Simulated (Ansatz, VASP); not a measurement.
# Hf4C3 in VASP and in Ansatz

```
CELL_PARAMETERS angstrom
4.30579 0.00000 0.00000
-2.15289 3.72892 0.00000
0.00000 0.00000 6.98586
ATOMIC_POSITIONS crystal
Hf 0.33333 0.66667 0.69334
Hf 0.66667 0.33333 0.69334
Hf 0.66667 0.33333 0.30666
Hf 0.33333 0.66667 0.30666
C 0.00000 0.00000 0.17889
C 0.00000 0.00000 0.82111
C 0.00000 0.00000 0.50000
```

Alike in both runs: task single point; functional PBE; k mesh 6 × 6 × 4; occupations gaussian, width 0.1 eV; no spin polarisation.

```csv
,VASP,Ansatz
version,VASP 6.6.1,Ansatz 0.2.0
potentials or method,"VASP PAW PBE potentials, release 64 (Hf_pv, C), cutoff 520 eV","scalar-relativistic, plane waves, PAW"
valence electrons in the cell,52,116
```

VASP gave:

* gap on the k mesh at the Fermi level (eV): none
* pressure (GPa): 6.4
* traceless stress, the component that is largest in VASP (GPa): -7.57
* rms of the force components (eV/Å): 1.044

Task: What did Ansatz give for the same quantities?

Result: gap on the k mesh at the Fermi level (eV): none; pressure (GPa): 7.3; traceless stress, the component that is largest in VASP (GPa): -7.92; rms of the force components (eV/Å): 1.069.

Atom by atom the forces differ by 0.033 eV/Å (rms over components). A gap of «none» marks a metal or a gap that the smearing closes. The functional is the same, so the differences come from potentials, cutoffs and numerics. VASP's potentials hold 52 valence electrons a cell and Ansatz's 116, so a difference there can come from the potentials and not from the codes.

Neither program's run includes spin-orbit coupling.
